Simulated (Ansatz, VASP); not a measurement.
## One calculation of MgCd2SeS2, two programs

```
Mg Cd Se S
1.0
     3.75202    0.00000    0.00000
     0.00000    3.75202    0.00000
     0.00000    0.00000   11.21733
Mg Cd Se S
1 2 1 2
Direct
  0.00000 0.00000 0.00000
  0.50000 0.00000 0.60613
  0.00000 0.50000 0.39387
  0.50000 0.50000 0.00000
  0.50000 0.00000 0.36481
  0.00000 0.50000 0.63519
```

Change from the starting cell: species swapped into the Pr2FeSi2Ru type (P-4m2, No. 115).

Alike in both runs: functional PBE; k mesh 8 × 8 × 4; occupations gaussian, width 0.02 eV; no spin polarisation.

Ansatz relaxed the structure, and its values are those at the end. VASP's run is a single point on that final structure, the one shown.

```csv
,VASP,Ansatz
version,VASP 6.6.1,Ansatz 0.2.0
potentials or method,"VASP PAW PBE potentials, release 64 (Mg, Cd, Se, S), cutoff 520 eV","scalar-relativistic, plane waves, PAW"
valence electrons in the cell,44,78
```

VASP gave:

```
gap on the k mesh at the Fermi level (eV) : 0.70
least direct gap on the mesh (eV)         : 0.72
pressure (GPa)                            : 0.2
rms of the force components (eV/Å)        : 0.013
```

Task: Which values does Ansatz return?

Result: gap on the k mesh at the Fermi level (eV): 0.70; least direct gap on the mesh (eV): 0.72; pressure (GPa): 0.0; rms of the force components (eV/Å): 0.001.

VASP's potentials hold 44 valence electrons a cell and Ansatz's 78, so a difference there can come from the potentials and not from the codes.
